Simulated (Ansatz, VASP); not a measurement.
**Two plane-wave programs on Te2Mo**

File INCAR:

```
SYSTEM = Te2Mo
  PREC = Accurate
  ENCUT = 520
  EDIFF = 1E-6
  ISMEAR = 0
  SIGMA = 0.05
  LREAL = .False.
  LASPH = .True.
  NELM = 60
  ALGO = Normal
  ISIF = 2
  LWAVE = .False.
  LCHARG = .False.
  GGA = PS
  NBANDS = 35
```

The input KPOINTS:

```
regular mesh
0
Gamma
  12 12 2
  0 0 0
```

File POSCAR:

```
Te2Mo
1.0
    3.3192945305      0.0000000000      0.0000000000
   -1.6596472652      2.8745933861      0.0000000000
    0.0000000000      0.0000000000     13.3081120128
Te Mo
4 2
Direct
    0.3333333333      0.6666666667      0.6211281373
    0.6666666667      0.3333333333      0.1211281373
    0.3333333333      0.6666666667      0.8788718627
    0.6666666667      0.3333333333      0.3788718627
    0.3333333333      0.6666666667      0.2500000000
    0.6666666667      0.3333333333      0.7500000000
```

Input for Ansatz:

```yaml
crystal:
  lattice:
    - [3.3192945305, 0.0, 0.0]
    - [-1.6596472652, 2.8745933861, 0.0]
    - [0.0, 0.0, 13.3081120128]
  atoms:
    - { symbol: Te, position: [0.3333333333, 0.6666666667, 0.6211281373] }
    - { symbol: Te, position: [0.6666666667, 0.3333333333, 0.1211281373] }
    - { symbol: Te, position: [0.3333333333, 0.6666666667, 0.8788718627] }
    - { symbol: Te, position: [0.6666666667, 0.3333333333, 0.3788718627] }
    - { symbol: Mo, position: [0.3333333333, 0.6666666667, 0.25] }
    - { symbol: Mo, position: [0.6666666667, 0.3333333333, 0.75] }
basis:
  ecutwfc: 420
kpoints:
  mp_grid: { grid: [12, 12, 2] }
hamiltonian:
  xc: pbesol
scf:
  occupations: { method: gaussian, width: 0.05 }
output:
  forces: true
  stress: true
  eigenvalues: true
```

Change from the starting cell: strain -0.050 along x and y, -0.050 along z, atoms carried along.

Alike in both runs: task single point; functional PBEsol; k mesh 12 × 12 × 2; occupations gaussian, width 0.05 eV; no spin polarisation.

|  | VASP | Ansatz |
| --- | --- | --- |
| version | VASP 6.6.1 | Ansatz 0.2.0 |
| potentials or method | VASP PAW PBE potentials, release 64 (Te, Mo_sv), cutoff 520 eV | scalar-relativistic, plane waves, PAW |
| valence electrons in the cell | 52 | 92 |

|  | VASP | Ansatz | Ansatz less VASP |
| --- | --- | --- | --- |
| gap on the k mesh at the Fermi level (eV) | 0.49 | 0.52 | +0.024 |
| least direct gap on the mesh (eV) | 1.20 | 1.19 | -0.011 |
| pressure (GPa) | 23.1 | 22.8 | -0.26 |
| traceless stress, the component that is largest in VASP (GPa) | 3.58 | 3.45 | -0.128 |
| rms of the force components (eV/Å) | 1.303 | 1.280 | -0.0230 |

VASP's potentials were made for PBE, not for PBEsol. Atom by atom the forces differ by 0.023 eV/Å (rms over components). VASP's potentials hold 52 valence electrons a cell and Ansatz's 92, so a difference there can come from the potentials and not from the codes.

Neither program's run includes spin-orbit coupling.
